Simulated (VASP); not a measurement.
# GaAs (I-4m2) in VASP: electric field gradients with PBE

Aim: the electric field gradients of GaAs with PBE.

Program: VASP 6.6.1. These are calculated values, not measurements. Logs are shortened: lines on timing, memory, paths and dates and some standing lists are left out, and cuts for length are marked.

## (1) The cell of the first run

Symmetry: I-4m2, No. 119, tetragonal system. Conventional cell: a = 3.987 Å, b = 3.987 Å, c = 5.681 Å, α = 90.00°, β = 90.00°, γ = 90.00°. Ga (site symmetry -4m2) has 4 As at 2.45 Å within 3.2 Å. As (site symmetry -4m2) has 4 Ga at 2.45 Å within 3.2 Å.

## (2) Electric field gradients, PBE

INCAR

```
SYSTEM = GaAs
PREC     = Accurate       ! precision mode
ENCUT    = 520            ! plane-wave cutoff, eV
EDIFF    = 1E-8           ! SCF threshold, eV
ISMEAR   = 0              ! smearing method
SIGMA    = 0.01           ! smearing width, eV
LREAL    = .FALSE.        ! projectors in reciprocal space
LASPH    = .TRUE.         ! aspherical terms in the spheres
NELM     = 100            ! most SCF steps
ALGO     = Normal         ! electronic algorithm
ISIF     = 2              ! what is computed and relaxed
LWAVE    = .FALSE.        ! write WAVECAR
LCHARG   = .FALSE.        ! write CHGCAR
GGA      = PE             ! functional
LEFG     = .TRUE.       
NBANDS   = 16             ! bands
```

KPOINTS

```
regular mesh
0
G
  12 12 12
  0 0 0
```

POSCAR

```
GaAs
1.0
    0.0000000000      2.8194337500      2.8406325000
    2.8194337500      0.0000000000      2.8406325000
    2.8194337500      2.8194337500      0.0000000000
Ga As
1 1
Direct
    0.0000000000      0.0000000000      0.0000000000
    0.2500000000      0.2500000000      0.2500000000
```

Potentials or basis: VASP PAW PBE potentials, release 64 (Ga_d, As).

Started as:

```sh
> cat potpaw_PBE.64/Ga_d/POTCAR potpaw_PBE.64/As/POTCAR > POTCAR
> mpirun -np 1 vasp_std > vasp.out
```

OUTCAR:

```text
SYSTEM = GaAs
   PREC = Accurate
   ENCUT = 520
   EDIFF = 1E-8
   ISMEAR = 0
   LREAL = .FALSE.
   LASPH = .TRUE.
   NELM = 100
   ISIF = 2
   GGA = PE

 ion  position               nearest neighbor table
   1  0.000  0.000  0.000-   2 2.45   2 2.45   2 2.45   2 2.45
   2  0.250  0.250  0.250-   1 2.45   1 2.45   1 2.45   1 2.45

  LATTYP: Found a body centered tetragonal cell.
 ALAT       =     3.9872814475
 C/A-ratio  =     1.4248467471

  Lattice vectors:

 A1 = (  -2.8194337500,   0.0000000000,   2.8406325000)
 A2 = (   2.8194337500,   0.0000000000,   2.8406325000)
 A3 = (   0.0000000000,   2.8194337500,  -2.8406325000)

Analysis of symmetry for initial positions (statically):
=====================================================================
 Subroutine PRICEL returns:
 Original cell was already a primitive cell.

 Routine SETGRP: Setting up the symmetry group for a
 body centered tetragonal supercell.

 Subroutine GETGRP returns: Found  8 space group operations
 (whereof  8 operations were pure point group operations)
 out of a pool of 16 trial point group operations.

The static configuration has the point symmetry D_2d.

Analysis of symmetry for dynamics (positions and initial velocities):
=====================================================================
 Subroutine PRICEL returns:
 Original cell was already a primitive cell.

 Routine SETGRP: Setting up the symmetry group for a
 body centered tetragonal supercell.

 Subroutine GETGRP returns: Found  8 space group operations
 (whereof  8 operations were pure point group operations)
 out of a pool of 16 trial point group operations.

The dynamic configuration has the point symmetry D_2d.

 Subroutine INISYM returns: Found  8 space group operations
 (whereof  8 operations are pure point group operations),
 and found     1 'primitive' translations

----------------------------------------------------------------------------------------

                                     Primitive cell

  volume of cell :      45.1615

  direct lattice vectors                    reciprocal lattice vectors
     0.000000000  2.819433750  2.840632500    -0.177340574  0.177340574  0.176017137
[... 127 lines left out ...]
 Free energy of the ion-electron system (eV)
  ---------------------------------------------------
  ext. energy  EPLUGINS =         0.00000000
  ---------------------------------------------------
  free energy    TOTEN  =        -8.25107200 eV

  energy without entropy =       -8.25107200  energy(sigma->0) =       -8.25107200

 E-fermi :   4.0674     XC(G=0):  -9.5902

 val. band max:        3.9488435068   @ k =   0.0000   0.0000   0.0000
 cond. band min:       4.4577259977   @ k =   0.0000   0.0000   0.0000
 fundamental gap:      0.5088824909
 Fermi energy:         4.0674241454

 k-point     1 :       0.0000    0.0000    0.0000
  band No.  band energies     occupation
      1     -10.8731      2.00000
      2     -10.8712      2.00000
      3     -10.8712      2.00000
      4     -10.7931      2.00000
      5     -10.7920      2.00000
      6      -8.7938      2.00000
[... 433 lines left out ...]
      3     -10.8447      2.00000
      4     -10.7923      2.00000
      5     -10.7907      2.00000
      6      -6.8400      2.00000
[... 8 lines left out ...]
     15      14.3022      0.00000
     16      15.0316      0.00000

 [... further k-points ...]

------------------------ aborting loop because EDIFF is reached ----------------------------------------

  FORCE on cell =-STRESS in cart. coord.  units (eV):
  Direction    XX          YY          ZZ          XY          YZ          ZX
  --------------------------------------------------------------------------------------
  -------------------------------------------------------------------------------------
  Total        1.0329059      1.0329059      0.9076357      0.0000000      0.0000000      0.0000000
  in kB       36.6439680     36.6439680     32.1998121      0.0000000      0.0000000      0.0000000
  external PRESSURE =      35.1625827 kB  Pullay stress =       0.0000000 kB

 VOLUME and BASIS-vectors are now :
 -----------------------------------------------------------------------------
  energy-cutoff  :      520.00
  volume of cell :       45.16
      direct lattice vectors                 reciprocal lattice vectors
     0.000000000  2.819433750  2.840632500    -0.177340574  0.177340574  0.176017137
     2.819433750  0.000000000  2.840632500     0.177340574 -0.177340574  0.176017137
     2.819433750  2.819433750  0.000000000     0.177340574  0.177340574 -0.176017137

 POSITION                                       TOTAL-FORCE (eV/Angst)
 -----------------------------------------------------------------------------------
      0.00000      0.00000      0.00000         0.000000      0.000000      0.000000
      1.40972      1.40972      1.42032        -0.000000     -0.000000     -0.000000
 -----------------------------------------------------------------------------------
    total drift:                                0.000001      0.000001      0.000002

  FREE ENERGIE OF THE ION-ELECTRON SYSTEM (eV)
  ---------------------------------------------------
  free  energy   TOTEN  =        -8.2510719979 eV

  energy  without entropy=       -8.2510719979  energy(sigma->0) =       -8.25107200

 Electric field gradients (V/A^2)
---------------------------------------------------------------------
 ion       V_xx      V_yy      V_zz      V_xy      V_xz      V_yz
---------------------------------------------------------------------
   1       0.596     0.596    -1.192    -0.004    -0.003    -0.003
   2      -0.917    -0.917     1.833     0.000     0.000     0.000
---------------------------------------------------------------------

 Electric field gradients after diagonalization (V/A^2)
 (convention: |V_zz| > |V_xx| > |V_yy|)
----------------------------------------------------------------------
 ion       V_xx      V_yy      V_zz     asymmetry (V_yy - V_xx)/ V_zz
----------------------------------------------------------------------
   1       0.599     0.592    -1.192       0.006
   2      -0.917    -0.916     1.833       0.000
----------------------------------------------------------------------

           NMR quadrupolar parameters

 Cq : quadrupolar parameter    Cq=e*Q*V_zz/h
 eta: asymmetry parameters     (V_yy - V_xx)/ V_zz
 Q  : nuclear electric quadrupole moment in mb (millibarn)
----------------------------------------------------------------------
 ion       Cq(MHz)       eta       Q (mb)
----------------------------------------------------------------------
   1      -0.003       0.006       1.000
   2       0.004       0.000       1.000
----------------------------------------------------------------------
```

OSZICAR:

```text
N       E                     dE             d eps       ncg     rms          rms(c)
DAV:   1     0.840368708866E+02    0.84037E+02   -0.89564E+03  5336   0.153E+03
DAV:   2    -0.179710679462E+01   -0.85834E+02   -0.81571E+02  6000   0.311E+02
DAV:   3    -0.830872154276E+01   -0.65116E+01   -0.64902E+01  6360   0.661E+01
DAV:   4    -0.840898630407E+01   -0.10026E+00   -0.10025E+00  6336   0.912E+00
DAV:   5    -0.841039456222E+01   -0.14083E-02   -0.14082E-02  6728   0.978E-01    0.290E+00
DAV:   6    -0.826947550714E+01    0.14092E+00   -0.21082E-01  7992   0.791E+00    0.175E+00
DAV:   7    -0.824974790875E+01    0.19728E-01   -0.63353E-02  6472   0.181E+00    0.561E-01
DAV:   8    -0.825056256842E+01   -0.81466E-03   -0.10206E-02  6432   0.114E+00    0.110E-01
DAV:   9    -0.825095668504E+01   -0.39412E-03   -0.93202E-04  6400   0.355E-01    0.503E-02
DAV:  10    -0.825102165561E+01   -0.64971E-04   -0.71355E-05  7272   0.882E-02    0.273E-02
DAV:  11    -0.825107135299E+01   -0.49697E-04   -0.69597E-05  5880   0.623E-02    0.302E-03
DAV:  12    -0.825107166252E+01   -0.30954E-06   -0.11584E-06  6712   0.151E-02    0.141E-03
DAV:  13    -0.825107196714E+01   -0.30462E-06   -0.50794E-07  6408   0.488E-03    0.655E-04
DAV:  14    -0.825107195612E+01    0.11026E-07   -0.72931E-09  5328   0.845E-04    0.509E-04
DAV:  15    -0.825107199105E+01   -0.34931E-07   -0.25511E-09  5096   0.454E-04    0.319E-05
DAV:  16    -0.825107199791E+01   -0.68544E-08   -0.50580E-10  3424   0.293E-04
   1 F= -.82510720E+01 E0= -.82510720E+01  d E =-.558084E-66
```

stdout:

```text
POSCAR found type information on POSCAR GaAs
 POSCAR found :  2 types and       2 ions
 scaLAPACK will be used
 LDA part: xc-table for (Slater+PW92), standard interpolation
 POSCAR, INCAR and KPOINTS ok, starting setup
 FFT: planning ... GRIDC
 FFT: planning ... GRID_SOFT
 FFT: planning ... GRID
 WAVECAR not read
 entering main loop
ion   1

ion   2
```

Wall time 2.3 min (1 thread of Intel Xeon Platinum 8259CL at 2.50GHz (Skylake/Cascade Lake), shared host); peak memory 0.26 GiB.

What came out:

```
Free energy            : -8.2511 eV
Pressure               : 3.5 GPa
Band gap on the k mesh : 0.51 eV, direct
```

Levels at points of the mesh, in eV from the valence-band top:
```csv
k point,band 5,band 6,band 7,band 8,band 9,band 10,band 11,band 12,band 13,band 14
"(0.00, 0.00, 0.00)",-14.74,-12.74,-0.04,0.00,0.00,0.51,3.71,3.71,3.73,7.57
"(0.50, 0.00, 0.00)",-14.74,-10.98,-6.65,-1.19,-1.13,0.99,4.60,4.65,7.74,10.39
"(0.50, 0.50, 0.00)",-14.73,-10.25,-6.86,-2.66,-2.66,1.48,1.69,10.15,10.15,10.93
"(0.50, 0.00, 0.50)",-14.73,-10.23,-6.82,-2.71,-2.71,1.43,1.62,10.13,10.18,10.98
```

Electric field gradients, principal values (V/Å²):
| atom | least | middle | greatest (by size) |
| --- | --- | --- | --- |
| 1 Ga | 0.592 | 0.599 | -1.192 |
| 2 As | -0.916 | -0.917 | 1.833 |

Caveat: without QUAD_EFG the Cq values of the log hold for a quadrupole moment of 1 mb, not for the nuclei.
